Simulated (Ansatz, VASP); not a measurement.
# Ti: VASP beside Ansatz

File INCAR:

```
SYSTEM = Ti
ALGO = Fast
EDIFF = 1E-6
ENCUT = 520
GGA = PE
ISIF = 2
ISMEAR = -1
LASPH = .TRUE.
LCHARG = .FALSE.
LREAL = .FALSE.
LWAVE = .FALSE.
NBANDS = 25
NELM = 80
PREC = Accurate
SIGMA = 0.05
```

File KPOINTS:

```
k-points
0
G
  7 7 9
  0 0 0
```

Contents of POSCAR:

```
Ti
1.0
    4.5673748306      0.0000000000      0.0000000000
   -2.2836874153      3.9554626319      0.0000000000
    0.0000000000      0.0000000000      2.8262442700
Ti
3
Direct
    0.6669950000      0.3336940000      0.5043550000
    0.3397980000      0.6712840000      0.4801160000
    0.0062610000      0.0053370000      0.0032540000
```

The input input.yaml:

```yaml
crystal:
  lattice:
    - [4.5673748306, 0.0, 0.0]
    - [-2.2836874153, 3.9554626319, 0.0]
    - [0.0, 0.0, 2.82624427]
  atoms:
    - { symbol: Ti, position: [0.666995, 0.333694, 0.504355] }
    - { symbol: Ti, position: [0.339798, 0.671284, 0.480116] }
    - { symbol: Ti, position: [0.006261, 0.005337, 0.003254] }
kpoints:
  mp_grid: { grid: [7, 7, 9] }
scf:
  occupations: { method: fermi_dirac, width: 0.05 }
hamiltonian:
  xc: pbe
  pseudopotentials: { kind: all_electron, lapw: { basis_error: 0.001 } }
output:
  forces: true
  stress: true
  eigenvalues: true
  populations: true
```

Change from the starting cell: atoms moved at random, drawn with an rms of 0.05 Å.

Alike in both runs: task single point; functional PBE; k mesh 7 × 7 × 9; occupations fermi-dirac, width 0.05 eV; no spin polarisation.

|  | VASP | Ansatz |
| --- | --- | --- |
| version | VASP 6.6.1 | Ansatz 0.2.0 |
| potentials or method | VASP PAW PBE potentials, release 64 (Ti_sv), cutoff 520 eV | all-electron LAPW, scalar-relativistic |

|  | VASP | Ansatz | Ansatz less VASP |
| --- | --- | --- | --- |
| gap on the k mesh at the Fermi level (eV) | none | none | - |
| pressure (GPa) | 0.0 | 0.8 | +0.79 |
| rms of the force components (eV/Å) | 0.096 | 0.097 | +0.0009 |

Atom by atom the forces differ by 0.001 eV/Å (rms over components). A gap of «none» marks a metal or a gap that the smearing closes. Ansatz ran all-electron here, and VASP with PAW potentials.
